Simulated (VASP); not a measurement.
Here is a VASP 6.6.1 calculation.

Contents of INCAR:

```
SYSTEM = WSe2
ALGO = Normal
EDIFF = 1E-6
ENCUT = 520
GGA = PS
ISIF = 2
ISMEAR = 0
IVDW = 12
LASPH = .TRUE.
LCHARG = .FALSE.
LREAL = .FALSE.
LWAVE = .FALSE.
NBANDS = 20
NELM = 100
PREC = Accurate
SIGMA = 0.02
```

KPOINTS

```
k-points
0
G
  12 12 4
  0 0 0
```

Contents of POSCAR:

```
WSe2
1.0
    3.0669520117      0.0000000000      0.0000000000
   -1.5334760058      2.6560583543      0.0000000000
    0.0000000000      0.0000000000      6.3522798837
W Se
1 2
Direct
    0.0000000000      0.0000000000      0.0000000000
    0.3333333333      0.6666666667      0.2683308781
    0.3333333333      0.6666666667      0.7316691219
```

Potentials or basis: VASP PAW PBE potentials, release 64 (W_sv, Se).

Launch:

```sh
$ cat potpaw_PBE.64/W_sv/POTCAR potpaw_PBE.64/Se/POTCAR > POTCAR
$ mpirun -np 1 vasp_std > vasp.out
```

(1) Predict the pressure.

(2) What does it give for the dispersion energy per atom?

(3) What does it give for the band gap on the k mesh?

(4) What does it give for the largest force?

Results:

(1) 20.8 GPa.

(2) -0.517 eV.

(3) 0.64 eV, indirect (least direct gap 1.08 eV).

(4) 0.086 eV/Å.

Caveat: the PAW data sets were made with another functional, which shifts forces and pressure a little; spin-orbit coupling is left out, which moves the levels of the heavy elements.
